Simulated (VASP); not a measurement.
# NaBe5H (P6/mmm) in VASP: relaxation of cell and atoms with PBE

Aim: the relaxation of cell and atoms of NaBe5H with PBE.

Program: VASP 6.6.1. These are calculated values, not measurements. Logs are shortened: lines on timing, memory, paths and dates and some standing lists are left out, and cuts for length are marked.

## (1) The cell of the first run

It takes space group P6/mmm (No. 191, hexagonal). Conventional cell: a = 4.766 Å, b = 4.766 Å, c = 7.334 Å, α = 90.00°, β = 90.00°, γ = 120.00°. Within 3.0 Å of Na (site symmetry 6/mmm) lie 8 Be at 2.25 to 2.38 Å. Be (site symmetry mmm) has 4 Be at 2.38 Å and 2 Na at 2.38 Å within 3.1 Å. Be (site symmetry 6mm) has 1 H at 1.42 Å within 1.9 Å. H (site symmetry 6/mmm) has 2 Be at 1.42 Å within 1.9 Å.

The cell was generated, and may not be a known phase.

## (2) Relaxation of cell and atoms, PBE

INCAR

```
  ALGO = Normal
  EDIFF = 1E-7
  EDIFFG = -0.01
  ENCUT = 600
  GGA = PE
  IBRION = 2
  ISIF = 3
  ISMEAR = 0
  LASPH = T
  LCHARG = F
  LREAL = F
  LWAVE = F
  NELM = 60
  NSW = 100
  PREC = Accurate
  SIGMA = 0.1
```

KPOINTS

```
k-points
0
Gamma
  12 12 6
```

POSCAR

```
NaBe5H
1.0
    4.7660616110      0.0000000000      0.0000000000
   -2.3830308055      4.1275304311      0.0000000000
    0.0000000000      0.0000000000      7.3335224282
Na Be H
1 5 1
Direct
    0.0000000000      0.0000000000      0.5000000000
    0.5000000000      0.0000000000      0.5000000000
    0.0000000000      0.5000000000      0.5000000000
    0.5000000000      0.5000000000      0.5000000000
    0.0000000000      0.0000000000      0.1932912781
    0.0000000000      0.0000000000      0.8067087219
    0.0000000000      0.0000000000      0.0000000000
```

Potentials or basis: VASP PAW PBE potentials, release 64 (Na_pv, Be, H).

On the command line:

```console
$ cat potpaw_PBE.64/Na_pv/POTCAR potpaw_PBE.64/Be/POTCAR potpaw_PBE.64/H/POTCAR > POTCAR
$ mpirun -np 1 vasp_std > vasp.out
```

OUTCAR:

```text
EDIFF = 1E-7
   EDIFFG = -0.01
   ENCUT = 600
   GGA = PE
   IBRION = 2
   ISIF = 3
   ISMEAR = 0
   LASPH = T
   LREAL = F
   NELM = 60
   NSW = 100
   PREC = Accurate

 ion  position               nearest neighbor table
   1  0.000  0.000  0.500-   5 2.25   6 2.25   3 2.38   4 2.38   3 2.38   4 2.38   2 2.38   2 2.38

   2  0.500  0.000  0.500-   3 2.38   4 2.38   4 2.38   3 2.38   1 2.38   1 2.38
   3  0.000  0.500  0.500-   1 2.38   2 2.38   1 2.38   2 2.38   4 2.38   4 2.38
   4  0.500  0.500  0.500-   1 2.38   2 2.38   2 2.38   1 2.38   3 2.38   3 2.38
   5  0.000  0.000  0.193-   7 1.42   1 2.25
   6  0.000  0.000  0.807-   7 1.42   1 2.25
   7  0.000  0.000  0.000-   5 1.42   6 1.42

  LATTYP: Found a hexagonal cell.
 ALAT       =     4.7660616110
 C/A-ratio  =     1.5386965228

  Lattice vectors:

 A1 = (   4.7660616110,   0.0000000000,   0.0000000000)
 A2 = (  -2.3830308055,   4.1275304311,   0.0000000000)
 A3 = (   0.0000000000,   0.0000000000,   7.3335224282)

Analysis of symmetry for initial positions (statically):
=====================================================================
 Subroutine PRICEL returns:
 Original cell was already a primitive cell.

 Routine SETGRP: Setting up the symmetry group for a
 hexagonal supercell.

 Subroutine GETGRP returns: Found 24 space group operations
 (whereof 24 operations were pure point group operations)
 out of a pool of 24 trial point group operations.

The static configuration has the point symmetry D_6h.

Analysis of symmetry for dynamics (positions and initial velocities):
=====================================================================
 Subroutine PRICEL returns:
 Original cell was already a primitive cell.

 Routine SETGRP: Setting up the symmetry group for a
 hexagonal supercell.

 Subroutine GETGRP returns: Found 24 space group operations
 (whereof 24 operations were pure point group operations)
 out of a pool of 24 trial point group operations.

The dynamic configuration has the point symmetry D_6h.

 Subroutine INISYM returns: Found 24 space group operations
 (whereof 24 operations are pure point group operations),
 and found     1 'primitive' translations

----------------------------------------------------------------------------------------

                                     Primitive cell

  volume of cell :     144.2655

  direct lattice vectors                    reciprocal lattice vectors
     4.766061611  0.000000000  0.000000000     0.209816843  0.121137811  0.000000000
    -2.383030805  4.127530431  0.000000000     0.000000000  0.242275621  0.000000000
     0.000000000  0.000000000  7.333522428     0.000000000  0.000000000  0.136360120

  length of vectors
     4.766061611  4.766061611  7.333522428     0.242275621  0.242275621  0.136360120

  position of ions in fractional coordinates (direct lattice)
     0.000000000  0.000000000  0.500000000
     0.500000000  0.000000000  0.500000000
     0.000000000  0.500000000  0.500000000
     0.500000000  0.500000000  0.500000000
     0.000000000  0.000000000  0.193291278
     0.000000000  0.000000000  0.806708722
     0.000000000  0.000000000  0.000000000

  ion indices of the primitive-cell ions
   primitive index   ion index
                 1           1
                 2           2
                 3           3
                 4           4
                 5           5
                 6           6
                 7           7

----------------------------------------------------------------------------------------

 KPOINTS: k-points

Automatic generation of k-mesh.
 Grid dimensions read from file:
 generate k-points for:   12   12    6

 Generating k-lattice:

  Cartesian coordinates                     Fractional coordinates (reciprocal lattice)
     0.017484737  0.010094818  0.000000000     0.083333333  0.000000000  0.000000000
     0.000000000  0.020189635  0.000000000     0.000000000  0.083333333  0.000000000
     0.000000000  0.000000000  0.022726687     0.000000000  0.000000000  0.166666667

  Length of vectors
     0.020189635  0.020189635  0.022726687

  Shift w.r.t. Gamma in fractional coordinates (k-lattice)
     0.000000000  0.000000000  0.000000000

 Subroutine IBZKPT returns following result:
 ===========================================

 Found     76 irreducible k-points:

 Following reciprocal coordinates:
            Coordinates               Weight
  0.000000  0.000000  0.000000      1.000000
  0.083333  0.000000  0.000000      6.000000
  0.166667  0.000000  0.000000      6.000000
  0.250000 -0.000000  0.000000      6.000000
  0.333333 -0.000000  0.000000      6.000000
  0.416667  0.000000  0.000000      6.000000
[... 16 lines left out ...]
  0.250000 -0.000000  0.166667     12.000000
  0.333333 -0.000000  0.166667     12.000000
 [... further k-points ...]
   k-points           NKPTS =     76   k-points in BZ     NKDIM =     76   number of bands    NBANDS=     13
   number of dos      NEDOS =    301   number of ions     NIONS =      7
   total plane-waves  NPLWV =  96000
   dimension x,y,z NGX =    40 NGY =   40 NGZ =   60
   dimension x,y,z NGXF=    80 NGYF=   80 NGZF=  120
   ions per type =               1   5   1
   NGX,Y,Z   is equivalent  to a cutoff of  13.95, 13.95, 13.60 a.u.
   NGXF,Y,Z  is equivalent  to a cutoff of  27.90, 27.90, 27.20 a.u.
 SYSTEM =  unknown system
   PREC   = accura    normal or accurate (medium, high low for compatibility)
   ISTART =      0    job   : 0-new  1-cont  2-samecut
   ICHARG =      2    charge: 1-file 2-atom 10-const
   ISPIN  =      1    spin polarized calculation?
   LNONCOLLINEAR =      F non collinear calculations
   LSORBIT =      F    spin-orbit coupling
   LASPH  =      T    aspherical Exc in radial PAW
   ENCUT  =  600.0 eV  44.10 Ry    6.64 a.u.   9.52  9.52 14.65*2*pi/ulx,y,z
   NELM   =     60;   NELMIN=  2; NELMDL= -5     # of ELM steps
   EDIFF  = 0.1E-06   stopping-criterion for ELM
   LREAL  =      F    real-space projection
   EDIFFG = -.1E-01   stopping-criterion for IOM
   NSW    =    100    number of steps for IOM
   IBRION =      2    ionic relax: 0-MD 1-quasi-New 2-CG
   NFREE  =      1    steps in history (QN), initial steepest desc. (CG)
   ISIF   =      3    stress and relaxation
   ISYM   =      2    0-nonsym 1-usesym 2-fastsym
   POTIM  = 0.5000    time-step for ionic-motion
   TEBEG  =    0.0;   TEEND  =   0.0 temperature during run
   PSTRESS=    0.0 pullay stress
   NELECT =      18.0000    total number of electrons
   NUPDOWN=      -1.0000    fix difference up-down
   EMIN   =  10.00;   EMAX   =-10.00  energy-range for DOS
   EFERMI =   0.00;   METHOD = LEGACY
   ISMEAR =     0;   SIGMA  =   0.10  broadening in eV -4-tet -1-fermi 0-gaus
   EFERMI_NEDOS =   21; number of points for ismear=-14 and -15
   IALGO  =     38    algorithm
   IMIX   =      4    mixing-type and parameters
     AMIX     =   0.40;   BMIX     =  1.00
     AMIX_MAG =   1.60;   BMIX_MAG =  1.00
  volume/ion in A,a.u.               =      20.61       139.08
  Fermi-wavevector in a.u.,A,eV,Ry     =   0.818047  1.545884  9.105026  0.669201
  Thomas-Fermi vector in A             =   1.928604
   LORBIT       =      0    0 simple, 1 ext, 2 COOP (PROOUT), +10 PAW based schemes
   GGA     = PE    functional components
   LHFCALC =     F    Hartree Fock is set to
   AEXX    =    0.0000 exact exchange contribution
   IVDW    =     0    specifies the selected vdW correction
   LEPSILON=     F    determine dielectric tensor
   LRPA    =     F    only Hartree local field effects (RPA)
 conjugate gradient relaxation of ions
 non-spin polarized calculation
 Gauss-broadening in eV      SIGMA  =   0.10
  energy-cutoff  :      600.00
  volume of cell :      144.27
 maximum number of plane-waves:      4878
 NGX is ok and might be reduce to    40
   NGX = 19   NGY = 19   NGZ = 29

--------------------------------------- Ionic step        1  -------------------------------------------

 number of electron      18.0000002 magnetization

 Free energy of the ion-electron system (eV)
  ---------------------------------------------------
  ext. energy  EPLUGINS =         0.00000000
  ---------------------------------------------------
  free energy    TOTEN  =       -12.59153986 eV

  energy without entropy =      -12.57059324  energy(sigma->0) =      -12.58106655

------------------------ aborting loop because EDIFF is reached ----------------------------------------

  FORCE on cell =-STRESS in cart. coord.  units (eV):
  Direction    XX          YY          ZZ          XY          YZ          ZX
  --------------------------------------------------------------------------------------
  -------------------------------------------------------------------------------------
  Total        0.5349965      0.5349965      0.2579881      0.0000000      0.0000000     -0.0000000
  in kB        5.9415388      5.9415388      2.8651517      0.0000000      0.0000000     -0.0000000
  external PRESSURE =       4.9160764 kB  Pullay stress =       0.0000000 kB
[... 149 lines left out ...]
  energy  without entropy=      -12.5758565628  energy(sigma->0) =      -12.58596682

--------------------------------------- Ionic step        5  -------------------------------------------

 number of electron      17.9999999 magnetization

 Free energy of the ion-electron system (eV)
  ---------------------------------------------------
  ext. energy  EPLUGINS =         0.00000000
  ---------------------------------------------------
  free energy    TOTEN  =       -12.59618472 eV

  energy without entropy =      -12.57589381  energy(sigma->0) =      -12.58603926

 E-fermi :   0.2810     XC(G=0):  -6.7963

 val. band max:        0.2632274725   @ k =   0.0000   0.0000   0.0000
 cond. band min:       0.2841355369   @ k =   0.0833   0.0000   0.3333
 fundamental gap:      0.0209080644
 Fermi energy:         0.2810227357

 k-point     1 :       0.0000    0.0000    0.0000
  band No.  band energies     occupation
      1     -23.0771      2.00000
      2     -23.0571      2.00000
      3     -23.0571      2.00000
      4      -7.0037      2.00000
      5      -5.5649      2.00000
      6      -2.5859      2.00000
      7      -0.9798      2.00000
      8       0.2632      1.19873
      9       0.2632      1.19870
     10       0.9216      0.00000
     11       2.7163      0.00000
     12       2.7163      0.00000
     13       2.8961      0.00000
[... 353 lines left out ...]
 k-point    24 :       0.3333   -0.0000    0.1667
  band No.  band energies     occupation
      1     -23.0767      2.00000
      2     -23.0566      2.00000
      3     -23.0566      2.00000
      4      -6.8388      2.00000
      5      -4.8936      2.00000
      6      -2.7536      2.00000
      7      -1.7413      2.00000
      8      -0.9727      2.00000
      9      -0.2050      2.00000
     10       0.4225      0.04543
     11       1.4452      0.00000
     12       2.1609      0.00000
     13       2.4676      0.00000

 [... further k-points ...]

------------------------ aborting loop because EDIFF is reached ----------------------------------------

  FORCE on cell =-STRESS in cart. coord.  units (eV):
  Direction    XX          YY          ZZ          XY          YZ          ZX
  --------------------------------------------------------------------------------------
  -------------------------------------------------------------------------------------
  Total       -0.0119221     -0.0119221      0.0367126      0.0000000      0.0000000      0.0000000
  in kB       -0.1297853     -0.1297853      0.3996559      0.0000000      0.0000000      0.0000000
  external PRESSURE =       0.0466951 kB  Pullay stress =       0.0000000 kB
[... 22 lines left out ...]
  FREE ENERGIE OF THE ION-ELECTRON SYSTEM (eV)
  ---------------------------------------------------
  free  energy   TOTEN  =       -12.5961847189 eV

  energy  without entropy=      -12.5758938085  energy(sigma->0) =      -12.58603926

 reached required accuracy - stopping structural energy minimisation
```

Run time: 11 min. Hardware: 1 thread of Intel Xeon Platinum 8375C at 2.90GHz (Ice Lake), shared host; peak memory 0.41 GiB.

Results:

```
Free energy                           : -12.5962 eV
Relaxed volume                        : 21.03 Å³/atom
Relaxed cell                          : a = 4.802 Å, b = 4.802 Å, c = 7.369 Å, α = 90.00°, β = 90.00°, γ = 120.00°
Space group after relaxing (to 0.1 Å) : P6/mmm (No. 191)
Energy gained by relaxing             : 0.7 meV/atom
Ionic steps                           : 5
Pressure after relaxing               : 0.0 GPa
Largest force after relaxing          : 0.005 eV/Å
Band gap on the k mesh                : zero (bands 9 and 10 overlap by 0.95 eV)
```

Forces on the atoms (eV/Å):
```
Na   0.000  0.000  0.000
Be   0.000  0.000  0.000
Be   0.000  0.000  0.000
Be   0.000  0.000  0.000
Be   0.000  0.000 -0.005
Be   0.000  0.000  0.005
H    0.000  0.000  0.000
```

The path:
```
step  energy change (eV)  largest force (eV/Å)  pressure (GPa)  volume (Å³)
   1              0.0000                0.0042            0.49       144.27
   2             -0.0033                0.0105            0.26       145.59
   3             -0.0045                0.0187           -0.02       147.29
   4             -0.0045                0.0175            0.02       147.05
   5             -0.0046                0.0045            0.00       147.18
```

Final structure:
```xyz
7
Lattice="4.8024 0.0000 0.0000 -2.4012 4.1590 0.0000 0.0000 0.0000 7.3687" Properties=species:S:1:pos:R:3 pbc="T T T"
Na    4.8024    0.0000    3.6843
Be    2.4012    0.0000    3.6843
Be    3.6018    2.0795    3.6843
Be    1.2006    2.0795    3.6843
Be    0.0000    0.0000    1.4228
Be    2.4012    4.1590    5.9458
H     4.8024    0.0000    7.3687
```

Levels at points of the mesh, in eV from the Fermi level:
| k point | band 7 | band 8 | band 9 | band 10 | band 11 | band 12 |
| --- | --- | --- | --- | --- | --- | --- |
| (0.00, 0.00, 0.00) | -1.26 | -0.02 | -0.02 | 0.64 | 2.44 | 2.44 |
| (0.50, 0.00, 0.00) | -1.50 | -1.40 | -0.63 | -0.52 | 0.74 | 2.09 |
| (0.00, 0.00, 0.50) | -1.26 | -0.25 | 0.09 | 0.09 | 1.92 | 1.92 |
| (0.50, 0.00, 0.50) | -1.52 | -1.07 | -0.87 | -0.51 | 1.21 | 1.29 |

The gap in the log of VASP goes by the Fermi energy; the results here count the filled bands.